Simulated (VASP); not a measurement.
Here is a VASP 6.6.1 calculation.

File INCAR:

```
SYSTEM = BaTiO3
ALGO = Normal
EDIFF = 1E-6
ENCUT = 1340
GGA = PE
GGA_COMPAT = .FALSE.
ISIF = 2
ISMEAR = 0
LASPH = .TRUE.
LCHARG = .FALSE.
LREAL = .FALSE.
LWAVE = .FALSE.
NBANDS = 28
NELM = 120
PREC = Accurate
SIGMA = 0.1
```

File KPOINTS:

```
k-points
0
G
  4 4 4
  0 0 0
```

Contents of POSCAR:

```
BaTiO3
1.0
    3.9833338700      0.0000000000      0.0000000000
    0.0000000000      2.8625951084      2.8753395310
    0.0000000000     -2.8625951084      2.8753395310
Ba Ti O
1 1 3
Direct
    0.0000000000      0.0034138500      0.0034138500
    0.5000000000      0.5185038200      0.5185038200
    0.5000000000      0.9784256700      0.4913519000
    0.5000000000      0.4913519000      0.9784256700
    0.0000000000      0.4882047600      0.4882047600
```

Potentials or basis: VASP PAW PBE potentials, release 64 (Ba_sv, Ti_sv, O_h).

The run is started by

```bash
$ cat potpaw_PBE.64/Ba_sv/POTCAR potpaw_PBE.64/Ti_sv/POTCAR potpaw_PBE.64/O_h/POTCAR > POTCAR
$ mpirun -np 1 vasp_std > vasp.out
```

(1) Predict the band gap on the k mesh.

(2) Estimate the pressure.

(3) What does it give for the largest force?

## Answers

(1) 2.15 eV (least direct gap 2.57 eV).

(2) 2.7 GPa.

(3) 0.156 eV/Å.

Caveat: spin-orbit coupling is left out, which moves the levels of the heavy elements.
